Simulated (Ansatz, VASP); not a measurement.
Au: VASP beside Ansatz

INCAR

```
SYSTEM = Au
PREC = Accurate
ENCUT = 500
EDIFF = 1E-6
ISMEAR = -1
SIGMA = 0.05
LREAL = .False.
LASPH = .True.
NELM = 120
ALGO = Normal
ISIF = 2
LWAVE = .False.
LCHARG = .True.
GGA = PE
LELF = .True.
LVHAR = .True.
NBANDS = 12
GGA_COMPAT = .False.
```

Contents of KPOINTS:

```
regular mesh
0
Gamma
  11 11 11
  0 0 0
```

File POSCAR:

```
Au
1.0
    0.0000000000      2.0146500000      2.0350000000
    2.0146500000      0.0000000000      2.0350000000
    2.0146500000      2.0146500000      0.0000000000
Au
1
Direct
    0.0000000000      0.0000000000      0.0000000000
```

The input input.yaml:

```yaml
crystal:
  lattice:
    - [0.0, 2.01465, 2.035]
    - [2.01465, 0.0, 2.035]
    - [2.01465, 2.01465, 0.0]
  atoms:
    - { symbol: Au, position: [0.0, 0.0, 0.0] }
kpoints:
  mp_grid: { grid: [11, 11, 11] }
scf:
  occupations: { method: fermi_dirac, width: 0.05 }
hamiltonian:
  xc: pbe
  pseudopotentials: { kind: all_electron, lapw: { basis_error: 0.001 } }
output:
  forces: true
  stress: true
  eigenvalues: true
```

Change from the starting cell: strain = -0.01.

Alike in both runs: task single point; functional PBE; k mesh 11 × 11 × 11; occupations fermi-dirac, width 0.05 eV; no spin polarisation.

```csv
,VASP,Ansatz
version,VASP 6.6.1,Ansatz 0.2.0
potentials or method,"VASP PAW PBE potentials, release 64 (Au), cutoff 500 eV","all-electron LAPW, scalar-relativistic"
```

|  | VASP | Ansatz | Ansatz less VASP |
| --- | --- | --- | --- |
| gap on the k mesh at the Fermi level (eV) | none | none | - |
| pressure (GPa) | 14.7 | 15.0 | +0.30 |
| traceless stress, the component that is largest in VASP (GPa) | -0.51 | -0.50 | +0.007 |

A gap of «none» marks a metal or a gap that the smearing closes. Ansatz ran all-electron here, and VASP with PAW potentials.

Spin-orbit coupling is off throughout.
